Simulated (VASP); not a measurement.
# Sb: single point with PBE+D3(BJ)

Sb:

```
CELL_PARAMETERS angstrom
2.15060 1.24165 3.74400
-2.15060 1.24165 3.74400
0.00000 -2.48330 3.74400
ATOMIC_POSITIONS crystal
Sb 0.23364 0.23364 0.23364
Sb 0.76636 0.76636 0.76636
```

```
Program                : VASP 6.6.1
Task                   : single point
Functional             : PBE
Dispersion             : D3(BJ)
Potentials or basis    : VASP PAW PBE potentials, release 64 (Sb_d_GW)
Cutoff                 : 500 eV
k mesh                 : 6 × 6 × 6
Occupations            : gaussian, width 0.1 eV
Spin                   : no spin polarisation
Dipole correction      : no
Second run             : valence_matched
Further INCAR settings : ALGO = Normal; EDIFF = 1e-06; NBANDS = 22
```

```json
{
  "Pressure": "0.5 GPa",
  "Largest force": "0.088 eV/Å",
  "Band gap on the k mesh": "zero (band 15 reaches 5.52 eV, above the bottom of band 16 at 5.25 eV)",
  "Dispersion energy per atom": "-0.476 eV"
}
```

Forces in eV/Å, atoms in the order of the input:
```
Sb   0.000  0.000  0.088
Sb   0.000  0.000 -0.088
```

Stress tensor (GPa, compression positive):
```
0.61 0.00 0.00
0.00 0.61 0.00
0.00 0.00 0.25
```

Levels at points of the mesh, in eV from the Fermi level:
```
           k point  band 11  band 12  band 13  band 14  band 15  band 16  band 17  band 18  band 19  band 20
(0.00, 0.00, 0.00)   -12.83    -4.84    -2.14    -1.87    -1.87     2.05     2.66     2.66     5.07     5.07
(0.50, 0.00, 0.00)   -10.45    -9.73    -2.00    -1.88    -0.37    -0.25     0.13     0.41     7.57     8.38
(0.50, 0.50, 0.00)   -10.43    -8.05    -5.55    -3.85    -3.75     1.47     4.91     5.48     6.94     9.09
(0.50, 0.50, 0.50)   -11.26    -9.10    -1.38    -1.38    -0.50     0.05     0.05     1.04     7.00     8.90
```

It took 110 s on 1 thread of AMD EPYC 7R43 64-Core Processor (Zen 3), with other jobs on the host, peak memory 0.21 GiB.

Caveat: spin-orbit coupling is left out, which moves the levels of the heavy elements; pairwise dispersion overbinds metals, which lowers pressure and volume.
